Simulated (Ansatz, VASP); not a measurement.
ScAl3N4: VASP beside Ansatz

```
CELL_PARAMETERS angstrom
6.48761 -0.00860 0.00635
-3.25125 5.60455 -0.00416
0.00993 -0.00177 10.18008
ATOMIC_POSITIONS crystal
Al 0.16906 0.33508 0.50248
Al 0.33571 0.16763 0.75113
Al 0.17255 0.83408 0.99348
Al 0.33598 0.66703 0.24924
Al 0.33724 0.67072 0.75101
Al 0.66697 0.32744 0.99359
Al 0.83155 0.16660 0.25209
Al 0.66652 0.33520 0.50611
Al 0.82831 0.16398 0.74631
Al 0.66245 0.83941 0.99747
Al 0.66539 0.82964 0.50126
Al 0.83001 0.66710 0.75445
Sc 0.16157 0.33475 0.99304
Sc 0.33884 0.16847 0.24712
Sc 0.16608 0.82893 0.50395
Sc 0.83149 0.66461 0.24000
N 0.15617 0.34066 0.19763
N 0.34239 0.18248 0.45311
N 0.16625 0.33499 0.69611
N 0.34242 0.16073 0.94002
N 0.17918 0.82367 0.18323
N 0.34433 0.65758 0.43901
N 0.16395 0.83201 0.70733
N 0.34474 0.68541 0.93595
N 0.67881 0.32092 0.17950
N 0.83173 0.16647 0.44549
N 0.66785 0.33576 0.69501
N 0.81284 0.15577 0.93158
N 0.65739 0.84604 0.18608
N 0.81561 0.65650 0.44644
N 0.66613 0.83218 0.69081
N 0.83047 0.66814 0.94594
```

Alike in both runs: functional PBE; k mesh 4 × 4 × 3; no spin polarisation.

Ansatz relaxed the structure, and its values are those at the end. VASP's run is a single point on that final structure, the one shown.

|  | VASP | Ansatz |
| --- | --- | --- |
| version | VASP 6.6.1 | Ansatz 0.2.0 |
| potentials or method | VASP PAW PBE potentials, release 64 (Al, Sc_sv, N) | scalar-relativistic, plane waves, PAW |
| plane-wave cutoff (eV) | 520 | 420 |
| occupations | gaussian, width 0.01 eV | fixed |
| valence electrons in the cell | 160 | 160 |

|  | VASP | Ansatz | Ansatz less VASP |
| --- | --- | --- | --- |
| gap on the k mesh at the Fermi level (eV) | 3.54 | 3.53 | -0.006 |
| least direct gap on the mesh (eV) | 3.55 | 3.54 | -0.006 |
| pressure (GPa) | 0.1 | 0.0 | -0.09 |
| rms of the force components (eV/Å) | 0.024 | 0.001 | -0.0237 |
